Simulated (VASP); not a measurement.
# Si8O17 (a cell with a defect) in VASP: single point with PBE

Aim: the single point of Si8O17 (a cell with a defect) with PBE.

Everything below comes from runs of VASP 6.6.1. Logs are shortened: lines on timing, memory, paths and dates and some standing lists are left out, and cuts for length are marked.

### 1 The cell of the first run

The cell holds a defect, 25 atoms: a = 7.108 Å, b = 7.108 Å, c = 7.372 Å, α = 90.00°, β = 90.00°, γ = 90.00°.

### 2 Single point, PBE

INCAR

```
PREC     = Accurate       # precision mode
ENCUT    = 520            # plane-wave cutoff, eV
EDIFF    = 1E-7           # SCF threshold, eV
ISMEAR   = 0              # smearing method
SIGMA    = 0.02           # smearing width, eV
LREAL    = Auto         
LASPH    = True           # aspherical terms in the spheres
NELM     = 60             # most SCF steps
ALGO     = Normal         # electronic algorithm
ISIF     = 2              # what is computed and relaxed
LWAVE    = False          # write WAVECAR
LCHARG   = True           # write CHGCAR
GGA      = PE             # functional
LELF     = True           # ELF
LVHAR    = True         
NELECT   = 136.0        
NBANDS   = 85             # bands
```

KPOINTS

```
Automatic mesh
0
Gamma
  2 2 2
  0.5 0.5 0.5
```

POSCAR

```
Si8O17
1.0
    5.0262964608     -5.0262964608      0.0000000000
   -5.0262964608     -5.0262964608      0.0000000000
    0.0000000000      0.0000000000     -7.3717295607
Si O
8 17
Direct
    0.4900510850      0.4917827846      0.0064603260
   -0.0086177856      0.4818244584      0.5115733251
    0.0033823276      0.9795991615      0.9878002229
    0.4761421201      1.0050728952      0.5333926603
    0.7522236541      0.2288121394      0.2509456066
    0.2635865964      0.2167501527      0.7250690039
    0.2409779077      0.7428546987      0.2701904029
    0.7418786370      0.7322257018      0.7456892557
    0.9247870783      0.3217273291      0.3657079112
    0.3951504626      0.3468531696      0.8717664057
    0.3959255229      0.8222047113      0.4080364826
    0.9197734905      0.8016044365      0.8728833328
    0.8355700858      0.0712458266      0.1107396591
    0.2873109784      0.1597365971      0.5035448900
    0.3344627742      0.5750119921      0.1487048122
    0.8052357235      0.5470825664      0.6274043318
    0.6580702366      0.3960258940      0.1275825661
    0.1438956109      0.4224321568      0.6588353055
    0.1626221653      0.9010721651      0.1284255253
    0.6824836797      0.8870448770      0.6006354449
    0.6060483777      0.1358985346      0.3856517731
    0.0810647102      0.1362498304      0.8508491496
    0.0626264984      0.6587785859      0.3841824274
    0.5823894196      0.6647163237      0.8918112232
    0.4171252387      1.0269638639      0.7546726711
```

Potentials or basis: VASP PAW PBE potentials, release 64 (Si, O).

Command:

```bash
cat potpaw_PBE.64/Si/POTCAR potpaw_PBE.64/O/POTCAR > POTCAR
mpirun -np 1 vasp_std > vasp.out
```

OUTCAR:

```text
PREC = Accurate
   ENCUT = 520
   EDIFF = 1E-7
   ISMEAR = 0
   LREAL = Auto
   LASPH = True
   NELM = 60
   ISIF = 2
   GGA = PE
   NELECT = 136.0

 ion  position               nearest neighbor table
   1  0.490  0.492  0.006-  10 1.58  24 1.63  15 1.63  17 1.64   8 3.13
   2  0.991  0.482  0.512-  18 1.59   9 1.64  16 1.64  23 1.65   8 3.05   7 3.12   6 3.13   5 3.13

   3  0.003  0.980  0.988-  22 1.60  19 1.63  13 1.63  12 1.63   8 3.12
   4  0.476  0.005  0.533-  25 1.69  11 1.69  21 1.70  14 1.75  20 1.76   6 2.56   8 3.13
   5  0.752  0.229  0.251-  21 1.58   9 1.63  13 1.64  17 1.64   2 3.13
   6  0.264  0.217  0.725-  14 1.69  22 1.69  10 1.70  25 1.75  18 1.76   4 2.56   2 3.13
   7  0.241  0.743  0.270-  11 1.60  15 1.63  19 1.63  23 1.63   2 3.12
   8  0.742  0.732  0.746-  20 1.59  24 1.64  16 1.64  12 1.65   2 3.05   3 3.12   4 3.13   1 3.13

   9  0.925  0.322  0.366-   5 1.63   2 1.64
  10  0.395  0.347  0.872-   1 1.58   6 1.70
  11  0.396  0.822  0.408-   7 1.60   4 1.69
  12  0.920  0.802  0.873-   3 1.63   8 1.65
  13  0.836  0.071  0.111-   3 1.63   5 1.64
  14  0.287  0.160  0.504-   6 1.69   4 1.75
[... 9 lines left out ...]
  24  0.582  0.665  0.892-   1 1.63   8 1.64
  25  0.417  0.027  0.755-   4 1.69   6 1.75

  LATTYP: Found a simple tetragonal cell.
 ALAT       =     7.1082566234
 C/A-ratio  =     1.0370657605

  Lattice vectors:

 A1 = (   5.0262964608,  -5.0262964608,   0.0000000000)
 A2 = (  -5.0262964608,  -5.0262964608,   0.0000000000)
 A3 = (   0.0000000000,   0.0000000000,  -7.3717295607)

Analysis of symmetry for initial positions (statically):
=====================================================================
 Subroutine PRICEL returns:
 Original cell was already a primitive cell.

 Routine SETGRP: Setting up the symmetry group for a
 simple tetragonal supercell.

 Subroutine GETGRP returns: Found  1 space group operations
 (whereof  1 operations were pure point group operations)
 out of a pool of 16 trial point group operations.

The static configuration has the point symmetry C_1 .

Analysis of symmetry for dynamics (positions and initial velocities):
=====================================================================
 Subroutine PRICEL returns:
 Original cell was already a primitive cell.

 Routine SETGRP: Setting up the symmetry group for a
 simple tetragonal supercell.

 Subroutine GETGRP returns: Found  1 space group operations
 (whereof  1 operations were pure point group operations)
 out of a pool of 16 trial point group operations.

The dynamic configuration has the point symmetry C_1 .

 Subroutine INISYM returns: Found  1 space group operations
 (whereof  1 operations are pure point group operations),
 and found     1 'primitive' translations

----------------------------------------------------------------------------------------

                                     Primitive cell

  volume of cell :     372.4737

  direct lattice vectors                    reciprocal lattice vectors
     5.026296461 -5.026296461  0.000000000     0.099476822 -0.099476822  0.000000000
    -5.026296461 -5.026296461  0.000000000    -0.099476822 -0.099476822  0.000000000
     0.000000000  0.000000000 -7.371729561     0.000000000  0.000000000 -0.135653376

  length of vectors
     7.108256623  7.108256623  7.371729561     0.140681471  0.140681471  0.135653376

  position of ions in fractional coordinates (direct lattice)
     0.490051085  0.491782785  0.006460326
     0.991382214  0.481824458  0.511573325
     0.003382328  0.979599161  0.987800223
     0.476142120  0.005072895  0.533392660
     0.752223654  0.228812139  0.250945607
     0.263586596  0.216750153  0.725069004
[... 17 lines left out ...]
     0.582389420  0.664716324  0.891811223
     0.417125239  0.026963864  0.754672671

  ion indices of the primitive-cell ions
   primitive index   ion index
                 1           1
                 2           2
                 3           3
                 4           4
                 5           5
                 6           6
[... 17 lines left out ...]
                24          24
                25          25

----------------------------------------------------------------------------------------

 KPOINTS: Automatic mesh

Automatic generation of k-mesh.
 Grid dimensions read from file:
 generate k-points for:    2    2    2

 Generating k-lattice:

  Cartesian coordinates                     Fractional coordinates (reciprocal lattice)
     0.049738411 -0.049738411  0.000000000     0.500000000  0.000000000  0.000000000
    -0.049738411 -0.049738411  0.000000000     0.000000000  0.500000000  0.000000000
     0.000000000  0.000000000 -0.067826688     0.000000000  0.000000000  0.500000000

  Length of vectors
     0.070340736  0.070340736  0.067826688

  Shift w.r.t. Gamma in fractional coordinates (k-lattice)
     0.500000000  0.500000000  0.500000000

 Subroutine IBZKPT returns following result:
 ===========================================

 Found      4 irreducible k-points:

 Following reciprocal coordinates:
            Coordinates               Weight
  0.250000  0.250000  0.250000      2.000000
 -0.250000  0.250000  0.250000      2.000000
 -0.250000 -0.250000  0.250000      2.000000
  0.250000 -0.250000  0.250000      2.000000
   k-points           NKPTS =      4   k-points in BZ     NKDIM =      4   number of bands    NBANDS=     85
   number of dos      NEDOS =    301   number of ions     NIONS =     25
   total plane-waves  NPLWV = 163296
   dimension x,y,z NGX =    54 NGY =   54 NGZ =   56
   dimension x,y,z NGXF=   108 NGYF=  108 NGZF=  112
   ions per type =               8  17
   NGX,Y,Z   is equivalent  to a cutoff of  12.63, 12.63, 12.63 a.u.
   NGXF,Y,Z  is equivalent  to a cutoff of  25.26, 25.26, 25.26 a.u.
 SYSTEM =  unknown system
   PREC   = accura    normal or accurate (medium, high low for compatibility)
   ISTART =      0    job   : 0-new  1-cont  2-samecut
   ICHARG =      2    charge: 1-file 2-atom 10-const
   ISPIN  =      1    spin polarized calculation?
   LNONCOLLINEAR =      F non collinear calculations
   LSORBIT =      F    spin-orbit coupling
   LASPH  =      T    aspherical Exc in radial PAW
   ENCUT  =  520.0 eV  38.22 Ry    6.18 a.u.  13.22 13.22 13.71*2*pi/ulx,y,z
   NELM   =     60;   NELMIN=  2; NELMDL= -5     # of ELM steps
   EDIFF  = 0.1E-06   stopping-criterion for ELM
   LREAL  =      T    real-space projection
   EDIFFG = 0.1E-05   stopping-criterion for IOM
   NSW    =      0    number of steps for IOM
   IBRION =     -1    ionic relax: 0-MD 1-quasi-New 2-CG
   NFREE  =      0    steps in history (QN), initial steepest desc. (CG)
   ISIF   =      2    stress and relaxation
   ISYM   =      2    0-nonsym 1-usesym 2-fastsym
   POTIM  = 0.5000    time-step for ionic-motion
   TEBEG  =    0.0;   TEEND  =   0.0 temperature during run
   PSTRESS=    0.0 pullay stress
   NELECT =     136.0000    total number of electrons
   NUPDOWN=      -1.0000    fix difference up-down
   EMIN   =  10.00;   EMAX   =-10.00  energy-range for DOS
   EFERMI =   0.00;   METHOD = LEGACY
   ISMEAR =     0;   SIGMA  =   0.02  broadening in eV -4-tet -1-fermi 0-gaus
   EFERMI_NEDOS =   21; number of points for ismear=-14 and -15
   IALGO  =     38    algorithm
   IMIX   =      4    mixing-type and parameters
     AMIX     =   0.40;   BMIX     =  1.00
     AMIX_MAG =   1.60;   BMIX_MAG =  1.00
  volume/ion in A,a.u.               =      14.90       100.54
  Fermi-wavevector in a.u.,A,eV,Ry     =   1.170099  2.211166 18.628167  1.369132
  Thomas-Fermi vector in A             =   2.306562
   LORBIT       =      0    0 simple, 1 ext, 2 COOP (PROOUT), +10 PAW based schemes
   GGA     = PE    functional components
   LHFCALC =     F    Hartree Fock is set to
   AEXX    =    0.0000 exact exchange contribution
   IVDW    =     0    specifies the selected vdW correction
   LEPSILON=     F    determine dielectric tensor
   LRPA    =     F    only Hartree local field effects (RPA)
 non-spin polarized calculation
 Gauss-broadening in eV      SIGMA  =   0.02
  energy-cutoff  :      520.00
  volume of cell :      372.47
 maximum number of plane-waves:     10023
 NGX is ok and might be reduce to    54
   NGX = 27   NGY = 27   NGZ = 27

 number of electron     136.0000001 magnetization

 Free energy of the ion-electron system (eV)
  ---------------------------------------------------
  ext. energy  EPLUGINS =         0.00000000
  ---------------------------------------------------
  free energy    TOTEN  =      -189.50955439 eV

  energy without entropy =     -189.50955439  energy(sigma->0) =     -189.50955439

 E-fermi :   1.4990     XC(G=0):  -8.3114

 val. band max:        1.3497575119   @ k =  -0.2500  -0.2500   0.2500
 cond. band min:       6.1326049870   @ k =   0.2500  -0.2500   0.2500
 fundamental gap:      4.7828474751
 Fermi energy:         1.4990164729

 k-point     1 :       0.2500    0.2500    0.2500
  band No.  band energies     occupation
      1     -19.4204      2.00000
      2     -19.0790      2.00000
      3     -18.9541      2.00000
      4     -18.7508      2.00000
      5     -18.3220      2.00000
      6     -18.1328      2.00000
[... 72 lines left out ...]
     79       9.1447      0.00000
     80       9.3066      0.00000

 k-point     2 :      -0.2500    0.2500    0.2500
  band No.  band energies     occupation
      1     -19.3774      2.00000
      2     -19.1382      2.00000
      3     -19.0603      2.00000
      4     -18.4648      2.00000
      5     -18.3467      2.00000
      6     -18.3055      2.00000
[... 72 lines left out ...]
     79       9.1568      0.00000
     80       9.3155      0.00000

 k-point     3 :      -0.2500   -0.2500    0.2500
  band No.  band energies     occupation
      1     -19.4202      2.00000
      2     -19.0802      2.00000
      3     -18.9537      2.00000
      4     -18.7494      2.00000
      5     -18.3229      2.00000
      6     -18.1329      2.00000
[... 72 lines left out ...]
     79       9.1506      0.00000
     80       9.3143      0.00000

 k-point     4 :       0.2500   -0.2500    0.2500
  band No.  band energies     occupation
      1     -19.4062      2.00000
      2     -19.1428      2.00000
      3     -18.9275      2.00000
      4     -18.6873      2.00000
      5     -18.3502      2.00000
      6     -18.1425      2.00000
[... 72 lines left out ...]
     79       9.1098      0.00000
     80       9.2557      0.00000
 [bands above 80 left out]

------------------------ aborting loop because EDIFF is reached ----------------------------------------

  FORCE on cell =-STRESS in cart. coord.  units (eV):
  Direction    XX          YY          ZZ          XY          YZ          ZX
  --------------------------------------------------------------------------------------
  -------------------------------------------------------------------------------------
  Total       18.4284035     16.2179840      8.3063466     -0.0466618     -0.0335962      0.6711698
  in kB       79.2688768     69.7608654     35.7293439     -0.2007135     -0.1445124      2.8870039
  external PRESSURE =      61.5863620 kB  Pullay stress =       0.0000000 kB

 VOLUME and BASIS-vectors are now :
 -----------------------------------------------------------------------------
  energy-cutoff  :      520.00
  volume of cell :      372.47
      direct lattice vectors                 reciprocal lattice vectors
     5.026296461 -5.026296461  0.000000000     0.099476822 -0.099476822  0.000000000
    -5.026296461 -5.026296461  0.000000000    -0.099476822 -0.099476822  0.000000000
     0.000000000  0.000000000 -7.371729561     0.000000000  0.000000000 -0.135653376

 POSITION                                       TOTAL-FORCE (eV/Angst)
 -----------------------------------------------------------------------------------
     -0.00870     -4.93499     -0.04762        -0.007240     -0.012853     -0.025889
      2.56119     -7.40477     -3.77118        -0.023096      0.012586      0.038458
     -4.90676     -4.94076     -7.28180         0.005065      0.010239     -0.016443
      2.36773     -2.41873     -3.93203         0.089908     -0.033340      0.083588
      2.63082     -4.93098     -1.84990         0.009007     -0.011033      0.024317
      0.23541     -2.41431     -5.34501        -0.087806     -0.031636     -0.080831
[... 17 lines left out ...]
     -0.41380     -6.26832     -6.57419         0.007073      0.002864      0.001598
      1.96107     -2.23212     -5.56324         0.023982      0.014635     -0.051349
 -----------------------------------------------------------------------------------
    total drift:                               -0.011453     -0.002511      0.016679

  FREE ENERGIE OF THE ION-ELECTRON SYSTEM (eV)
  ---------------------------------------------------
  free  energy   TOTEN  =      -189.5095543889 eV

  energy  without entropy=     -189.5095543889  energy(sigma->0) =     -189.50955439
```

Wall time 8.4 min (1 thread of Intel Xeon 8259CL, shared host); peak memory 0.4 GiB.

Results:

```
Free energy   : -189.5096 eV
Largest force : 0.127 eV/Å
```

Forces on the atoms (eV/Å):
```
Si  -0.007 -0.013 -0.026
Si  -0.023  0.013  0.038
Si   0.005  0.010 -0.016
Si   0.090 -0.033  0.084
Si   0.009 -0.011  0.024
Si  -0.088 -0.032 -0.081
Si  -0.008  0.012  0.014
Si   0.025  0.016 -0.032
O   -0.005  0.004  0.002
O    0.001  0.033  0.031
O   -0.007 -0.027 -0.032
O    0.000  0.003 -0.002
O    0.004 -0.007 -0.001
O   -0.022  0.017  0.056
O    0.000 -0.007 -0.001
O   -0.002  0.005  0.001
O    0.000  0.003  0.003
O    0.044 -0.015 -0.034
O   -0.003  0.006  0.002
O   -0.046 -0.012  0.036
O   -0.002  0.037 -0.035
O    0.008 -0.023  0.021
O   -0.005  0.004 -0.004
O    0.007  0.003  0.002
O    0.024  0.015 -0.051
```

Caveat: the cell carries a net charge on a neutralising background, which shifts energy and pressure; the cell is charged against a uniform background, so pressure and absolute levels hang on convention.
